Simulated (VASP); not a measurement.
Input of a VASP 6.6.1 run:

File INCAR:

```
SYSTEM = Ta
ALGO = Normal
EDIFF = 1E-6
EDIFFG = -0.005
ENCUT = 600
GGA = PS
IBRION = 2
ISIF = 3
ISMEAR = 0
LASPH = .TRUE.
LCHARG = .FALSE.
LREAL = .FALSE.
LWAVE = .FALSE.
NELM = 80
NSW = 70
PREC = Accurate
SIGMA = 0.1
```

Contents of KPOINTS:

```
k-points
0
G
  18 18 18
  0 0 0
```

File POSCAR:

```
Ta
1.0
   -1.6593948215      1.6593948215      1.6593948215
    1.6593948215     -1.6593948215      1.6593948215
    1.6593948215      1.6593948215     -1.6593948215
Ta
1
Direct
    0.0000000000      0.0000000000      0.0000000000
```

Potentials or basis: VASP PAW PBE potentials, release 64 (Ta_pv).

Launch:

```console
$ cat potpaw_PBE.64/Ta_pv/POTCAR > POTCAR
$ mpirun -np 1 vasp_std > vasp.out
```

Q: Estimate the space group after relaxing (to 0.05 Å).

A: Im-3m (No. 229).

Q: What does it give for the relaxed volume?

A: 17.67 Å³/atom.

Q: Predict the relaxed cell.

A: a = 2.842 Å, b = 2.842 Å, c = 2.842 Å, α = 109.47°, β = 109.47°, γ = 109.47°.

The path:
| step | energy change (eV) | largest force (eV/Å) | pressure (GPa) | volume (Å³) |
| --- | --- | --- | --- | --- |
| 1 | 0.0000 | 0.0000 | -6.59 | 18.28 |
| 2 | 0.0591 | 0.0000 | 18.86 | 16.36 |
| 3 | -0.0128 | 0.0000 | -0.17 | 17.68 |
| 4 | -0.0128 | 0.0000 | -0.03 | 17.67 |

Caveat: the PAW data sets were made with another functional, which shifts forces and pressure a little.
